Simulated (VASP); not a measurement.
Runs of VASP 6.6.1 on CoSn. The structure is that of space group P6/mmm (No. 191), or close to it. The cells are those of the table. 

| cell | further INCAR settings | gap on the mesh (eV) | pressure (GPa) |
| --- | --- | --- | --- |
| a = 5.297, b = 5.297, c = 4.188 Å, angles 90.0, 90.0, 120.0°, 6 atoms | ALGO = Fast; EDIFF = 1e-06; NBANDS = 44 | none | (a) |
| a = 5.297, b = 5.297, c = 4.146 Å, angles 90.0, 90.0, 120.0°, 6 atoms | ALGO = Fast; EDIFF = 1e-07; NBANDS = 44 | none | 2.7 |
| a = 5.297, b = 5.297, c = 4.294 Å, angles 90.0, 90.0, 120.0°, 6 atoms | ALGO = Fast; EDIFF = 1e-06; NBANDS = 44 | none | -1.8 |
| a = 5.297, b = 5.297, c = 4.251 Å, angles 90.0, 90.0, 120.0°, 6 atoms | ALGO = Fast; EDIFF = 1e-06; NBANDS = 44 | none | -0.7 |

Alike in all rows: task single point; level PBE; potentials or basis VASP PAW PBE potentials, release 64 (Co, Sn_d); no spin polarisation; k mesh 12 × 12 × 12; cutoff (eV) 520; smearing gaussian 0.15 eV.

Task: Fill in the values left out.

Result: (a) 1.3.

Caveats: spin-orbit coupling is left out, which moves the levels of the heavy elements; the run has no spin polarisation, though such a crystal can be magnetic.

A k mesh can miss the band edges, and the runs leave out spin-orbit coupling on Sn.

A gap of «none» marks levels without a gap at the run's occupations.
